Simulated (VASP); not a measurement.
# CdS (F-43m) in VASP: a series of runs

The runs below take CdS through single point, with PBE.

Everything below comes from runs of VASP 6.6.1. Logs are shortened: lines on timing, memory, paths and dates and some standing lists are left out, and cuts for length are marked.

## Step 1: The cell of the first run

It takes space group F-43m (No. 216, cubic). Conventional cell: a = 5.934 Å, b = 5.934 Å, c = 5.934 Å, α = 90.00°, β = 90.00°, γ = 90.00°. Cd (site symmetry -43m) has 4 S at 2.57 Å within 3.4 Å. S (site symmetry -43m) has 4 Cd at 2.57 Å within 3.4 Å.

## Step 2: Single point, PBE

INCAR

```
SYSTEM = CdS
PREC = Accurate
ENCUT = 500
EDIFF = 1E-6
ISMEAR = 0
SIGMA = 0.01
LREAL = .False.
LASPH = .True.
NELM = 120
ALGO = Normal
ISIF = 2
LWAVE = .False.
LCHARG = .False.
GGA = PE
NBANDS = 16
GGA_COMPAT = .False.
```

KPOINTS

```
regular mesh
0
Gamma
  2 2 2
  0 0 0
```

POSCAR

```
CdS
1.0
    0.0000000000      2.9670733100      2.9670733100
    2.9670733100      0.0000000000      2.9670733100
    2.9670733100      2.9670733100      0.0000000000
Cd S
1 1
Direct
    0.0000000000      0.0000000000      0.0000000000
    0.2500000000      0.2500000000      0.2500000000
```

Potentials or basis: VASP PAW PBE potentials, release 64 (Cd, S).

Run with:

```console
cat potpaw_PBE.64/Cd/POTCAR potpaw_PBE.64/S/POTCAR > POTCAR
mpirun -np 1 vasp_std > vasp.out
```

OUTCAR:

```text
SYSTEM = CdS
   PREC = Accurate
   ENCUT = 500
   EDIFF = 1E-6
   ISMEAR = 0
   LREAL = .False.
   LASPH = .True.
   NELM = 120
   ISIF = 2
   GGA = PE

 ion  position               nearest neighbor table
   1  0.000  0.000  0.000-   2 2.57   2 2.57   2 2.57   2 2.57
   2  0.250  0.250  0.250-   1 2.57   1 2.57   1 2.57   1 2.57

  LATTYP: Found a face centered cubic cell.
 ALAT       =     5.9341466200

  Lattice vectors:

 A1 = (   0.0000000000,   2.9670733100,   2.9670733100)
 A2 = (   2.9670733100,   0.0000000000,   2.9670733100)
 A3 = (   2.9670733100,   2.9670733100,   0.0000000000)

Analysis of symmetry for initial positions (statically):
=====================================================================
 Subroutine PRICEL returns:
 Original cell was already a primitive cell.

 Routine SETGRP: Setting up the symmetry group for a
 face centered cubic supercell.

 Subroutine GETGRP returns: Found 24 space group operations
 (whereof 24 operations were pure point group operations)
 out of a pool of 48 trial point group operations.

The static configuration has the point symmetry T_d .

Analysis of symmetry for dynamics (positions and initial velocities):
=====================================================================
 Subroutine PRICEL returns:
 Original cell was already a primitive cell.

 Routine SETGRP: Setting up the symmetry group for a
 face centered cubic supercell.

 Subroutine GETGRP returns: Found 24 space group operations
 (whereof 24 operations were pure point group operations)
 out of a pool of 48 trial point group operations.

The dynamic configuration has the point symmetry T_d .

 Subroutine INISYM returns: Found 24 space group operations
 (whereof 24 operations are pure point group operations),
 and found     1 'primitive' translations

----------------------------------------------------------------------------------------

                                     Primitive cell

  volume of cell :      52.2414

  direct lattice vectors                    reciprocal lattice vectors
     0.000000000  2.967073310  2.967073310    -0.168516227  0.168516227  0.168516227
     2.967073310  0.000000000  2.967073310     0.168516227 -0.168516227  0.168516227
     2.967073310  2.967073310  0.000000000     0.168516227  0.168516227 -0.168516227

  length of vectors
     4.196075316  4.196075316  4.196075316     0.291878667  0.291878667  0.291878667

  position of ions in fractional coordinates (direct lattice)
     0.000000000  0.000000000  0.000000000
     0.250000000  0.250000000  0.250000000

  ion indices of the primitive-cell ions
   primitive index   ion index
                 1           1
                 2           2

----------------------------------------------------------------------------------------

 KPOINTS: regular mesh

Automatic generation of k-mesh.
 Grid dimensions read from file:
 generate k-points for:    2    2    2

 Generating k-lattice:

  Cartesian coordinates                     Fractional coordinates (reciprocal lattice)
    -0.084258114  0.084258114  0.084258114     0.500000000  0.000000000  0.000000000
     0.084258114 -0.084258114  0.084258114     0.000000000  0.500000000  0.000000000
     0.084258114  0.084258114 -0.084258114     0.000000000  0.000000000  0.500000000

  Length of vectors
     0.145939334  0.145939334  0.145939334

  Shift w.r.t. Gamma in fractional coordinates (k-lattice)
     0.000000000  0.000000000  0.000000000

 Subroutine IBZKPT returns following result:
 ===========================================

 Found      3 irreducible k-points:

 Following reciprocal coordinates:
            Coordinates               Weight
  0.000000  0.000000  0.000000      1.000000
  0.500000  0.000000  0.000000      4.000000
  0.500000  0.500000  0.000000      3.000000
   k-points           NKPTS =      3   k-points in BZ     NKDIM =      3   number of bands    NBANDS=     16
   number of dos      NEDOS =    301   number of ions     NIONS =      2
   total plane-waves  NPLWV =  32768
   dimension x,y,z NGX =    32 NGY =   32 NGZ =   32
   dimension x,y,z NGXF=    64 NGYF=   64 NGZF=   64
   ions per type =               1   1
   NGX,Y,Z   is equivalent  to a cutoff of  12.68, 12.68, 12.68 a.u.
   NGXF,Y,Z  is equivalent  to a cutoff of  25.36, 25.36, 25.36 a.u.
 SYSTEM =  CdS
   PREC   = accura    normal or accurate (medium, high low for compatibility)
   ISTART =      0    job   : 0-new  1-cont  2-samecut
   ICHARG =      2    charge: 1-file 2-atom 10-const
   ISPIN  =      1    spin polarized calculation?
   LNONCOLLINEAR =      F non collinear calculations
   LSORBIT =      F    spin-orbit coupling
   LASPH  =      T    aspherical Exc in radial PAW
   ENCUT  =  500.0 eV  36.75 Ry    6.06 a.u.   7.65  7.65  7.65*2*pi/ulx,y,z
   NELM   =    120;   NELMIN=  2; NELMDL= -5     # of ELM steps
   EDIFF  = 0.1E-05   stopping-criterion for ELM
   LREAL  =      F    real-space projection
   EDIFFG = 0.1E-04   stopping-criterion for IOM
   NSW    =      0    number of steps for IOM
   IBRION =     -1    ionic relax: 0-MD 1-quasi-New 2-CG
   NFREE  =      0    steps in history (QN), initial steepest desc. (CG)
   ISIF   =      2    stress and relaxation
   ISYM   =      2    0-nonsym 1-usesym 2-fastsym
   POTIM  = 0.5000    time-step for ionic-motion
   TEBEG  =    0.0;   TEEND  =   0.0 temperature during run
   PSTRESS=    0.0 pullay stress
   NELECT =      18.0000    total number of electrons
   NUPDOWN=      -1.0000    fix difference up-down
   EMIN   =  10.00;   EMAX   =-10.00  energy-range for DOS
   EFERMI =   0.00;   METHOD = LEGACY
   ISMEAR =     0;   SIGMA  =   0.01  broadening in eV -4-tet -1-fermi 0-gaus
   EFERMI_NEDOS =   21; number of points for ismear=-14 and -15
   IALGO  =     38    algorithm
   IMIX   =      4    mixing-type and parameters
     AMIX     =   0.40;   BMIX     =  1.00
     AMIX_MAG =   1.60;   BMIX_MAG =  1.00
  volume/ion in A,a.u.               =      26.12       176.27
  Fermi-wavevector in a.u.,A,eV,Ry     =   1.147697  2.168834 17.921720  1.317209
  Thomas-Fermi vector in A             =   2.284376
   LORBIT       =      0    0 simple, 1 ext, 2 COOP (PROOUT), +10 PAW based schemes
   GGA     = PE    functional components
   LHFCALC =     F    Hartree Fock is set to
   AEXX    =    0.0000 exact exchange contribution
   IVDW    =     0    specifies the selected vdW correction
   LEPSILON=     F    determine dielectric tensor
   LRPA    =     F    only Hartree local field effects (RPA)
 non-spin polarized calculation
 Gauss-broadening in eV      SIGMA  =   0.01
  energy-cutoff  :      500.00
  volume of cell :       52.24
 maximum number of plane-waves:      1363
 NGX is ok and might be reduce to    32
   NGX = 15   NGY = 15   NGZ = 15

 number of electron      18.0000001 magnetization

 Free energy of the ion-electron system (eV)
  ---------------------------------------------------
  ext. energy  EPLUGINS =         0.00000000
  ---------------------------------------------------
  free energy    TOTEN  =        -5.24658120 eV

  energy without entropy =       -5.24658120  energy(sigma->0) =       -5.24658120

 E-fermi :   1.2962     XC(G=0):  -8.7805

 val. band max:        1.2105847961   @ k =   0.0000   0.0000   0.0000
 cond. band min:       2.0757031603   @ k =   0.0000   0.0000   0.0000
 fundamental gap:      0.8651183642
 Fermi energy:         1.2962251406

 k-point     1 :       0.0000    0.0000    0.0000
  band No.  band energies     occupation
      1     -10.8172      2.00000
      2      -6.6987      2.00000
      3      -6.6987      2.00000
      4      -6.6987      2.00000
      5      -6.3214      2.00000
      6      -6.3214      2.00000
[... 8 lines left out ...]
     15      12.4410      0.00000
     16      12.4410      0.00000

 k-point     2 :       0.5000    0.0000    0.0000
  band No.  band energies     occupation
      1     -10.4306      2.00000
      2      -6.6008      2.00000
      3      -6.6008      2.00000
      4      -6.2878      2.00000
      5      -6.2878      2.00000
      6      -5.9493      2.00000
[... 8 lines left out ...]
     15      13.4933      0.00000
     16      13.4933      0.00000

 k-point     3 :       0.5000    0.5000    0.0000
  band No.  band energies     occupation
      1     -10.3123      2.00000
      2      -6.5191      2.00000
      3      -6.4131      2.00000
      4      -6.4131      2.00000
      5      -6.2487      2.00000
      6      -5.8759      2.00000
[... 8 lines left out ...]
     15      13.4181      0.00000
     16      14.4762      0.00000

------------------------ aborting loop because EDIFF is reached ----------------------------------------

  FORCE on cell =-STRESS in cart. coord.  units (eV):
  Direction    XX          YY          ZZ          XY          YZ          ZX
  --------------------------------------------------------------------------------------
  -------------------------------------------------------------------------------------
  Total        1.0005898      1.0005898      1.0005898     -0.0000000      0.0000000      0.0000000
  in kB       30.6868167     30.6868167     30.6868167     -0.0000000      0.0000000      0.0000000
  external PRESSURE =      30.6868167 kB  Pullay stress =       0.0000000 kB

 VOLUME and BASIS-vectors are now :
 -----------------------------------------------------------------------------
  energy-cutoff  :      500.00
  volume of cell :       52.24
      direct lattice vectors                 reciprocal lattice vectors
     0.000000000  2.967073310  2.967073310    -0.168516227  0.168516227  0.168516227
     2.967073310  0.000000000  2.967073310     0.168516227 -0.168516227  0.168516227
     2.967073310  2.967073310  0.000000000     0.168516227  0.168516227 -0.168516227

 POSITION                                       TOTAL-FORCE (eV/Angst)
 -----------------------------------------------------------------------------------
      0.00000      0.00000      0.00000        -0.000000     -0.000000     -0.000000
      1.48354      1.48354      1.48354         0.000000      0.000000      0.000000
 -----------------------------------------------------------------------------------
    total drift:                               -0.000000     -0.000000      0.000000

  FREE ENERGIE OF THE ION-ELECTRON SYSTEM (eV)
  ---------------------------------------------------
  free  energy   TOTEN  =        -5.2465812047 eV

  energy  without entropy=       -5.2465812047  energy(sigma->0) =       -5.24658120
```

It took 4 s on 1 thread of AMD EPYC 9R45 (Zen 5), shared host; peak memory 0.14 GiB.

What came out:

| Quantity | Value |
| --- | --- |
| Free energy | -5.2466 eV |
| Pressure | 3.1 GPa |
| Band gap on the k mesh | 0.87 eV, direct |

Levels at points of the mesh, in eV from the valence-band top:
```tsv
k point	band 6	band 7	band 8	band 9	band 10	band 11	band 12	band 13
(0.00, 0.00, 0.00)	-7.53	0.00	0.00	0.00	0.87	6.32	6.32	6.32
(0.50, 0.00, 0.00)	-7.16	-4.23	-0.70	-0.70	2.74	6.78	6.78	7.26
(0.50, 0.50, 0.00)	-7.09	-3.88	-1.75	-1.75	3.42	4.09	8.99	10.31
```

Caveat: the k points lie up to 0.92 Å⁻¹ apart.

## Step 3: Single point, PBE

INCAR

```
PREC = Accurate
ENCUT = 500
EDIFF = 1E-6
ISMEAR = 0
SIGMA = 0.01
LREAL = False
LASPH = True
NELM = 120
ALGO = Normal
ISIF = 2
LWAVE = False
LCHARG = False
GGA = PE
NBANDS = 16
GGA_COMPAT = False
```

KPOINTS

```
Automatic mesh
0
Gamma
  2 2 2
```

POSCAR is that of step 2.

Potentials or basis: VASP PAW PBE potentials, release 64 (Cd, S).

Run with:

```console
cat potpaw_PBE.64/Cd/POTCAR potpaw_PBE.64/S/POTCAR > POTCAR
mpirun -np 1 vasp_std > vasp.out
```

It took 3.9 s on 1 thread of AMD EPYC 9R45 (Zen 5), shared host; peak memory 0.14 GiB.

Results (log left out):

```yaml
Free_energy: -5.2466 eV
Pressure: 3.1 GPa
Band_gap_on_the_k_mesh: 0.87 eV, direct
```

Levels at points of the mesh, in eV from the valence-band top:
```csv
k point,band 5,band 6,band 7,band 8,band 9,band 10,band 11,band 12,band 13,band 14
"(0.00, 0.00, 0.00)",-7.53,-7.53,0.00,0.00,0.00,0.87,6.32,6.32,6.32,11.00
"(0.50, 0.00, 0.00)",-7.50,-7.16,-4.23,-0.70,-0.70,2.74,6.78,6.78,7.26,10.79
"(0.50, 0.50, 0.00)",-7.46,-7.09,-3.88,-1.75,-1.75,3.42,4.09,8.99,10.31,10.31
```

Caveat: the k points lie up to 0.92 Å⁻¹ apart. A hybrid or GW would open this gap; PBE tends to underestimate it.

(Part 1 of 2 ends here.)
